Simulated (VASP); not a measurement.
A run of VASP 6.6.1:

File INCAR:

```
SYSTEM = Zn6O
ALGO = Normal ; EDIFF = 1E-6
EDIFFG = -0.08 ; ENCUT = 600
GGA = PE ; IBRION = 2
ISIF = 3 ; ISMEAR = 0
LASPH = .True. ; LCHARG = .False.
LREAL = .False. ; LWAVE = .False.
NELM = 60 ; NSW = 36
PREC = Accurate ; SIGMA = 0.2
```

The input KPOINTS:

```
k-points
0
Gamma
  6 6 2
  0 0 0
```

POSCAR

```
Zn6O
1.0
    2.9000000000      0.0000000000      0.0000000000
   -1.4500000000      2.5114736700      0.0000000000
    0.0000000000      0.0000000000     12.7000000000
Zn O
6 1
Direct
    0.3333333300      0.6666666700      0.2320000000
    0.0000000000      0.0000000000      0.0000000000
    0.0000000000      0.0000000000      0.3860000000
    0.3333333300      0.6666666700      0.5390000000
    0.0000000000      0.0000000000      0.6930000000
    0.3333333300      0.6666666700      0.8460000000
    0.3333333300      0.6666666700      0.0790000000
```

Potentials or basis: VASP PAW PBE potentials, release 64 (Zn, O).

Run with:

```sh
$ cat potpaw_PBE.64/Zn/POTCAR potpaw_PBE.64/O/POTCAR > POTCAR
$ mpirun -np 1 vasp_std > vasp.out
```

Hardware: 1 thread of Intel(R) Xeon(R) Platinum 8488C (Sapphire Rapids) (shared host).

Problem. How long does it take, and how much memory?

Solution. It took 13 min on 1 thread of Intel(R) Xeon(R) Platinum 8488C (Sapphire Rapids), on a shared host, peak memory 0.27 GiB. Counts: scf iterations 119, k points 14, ion steps 13.
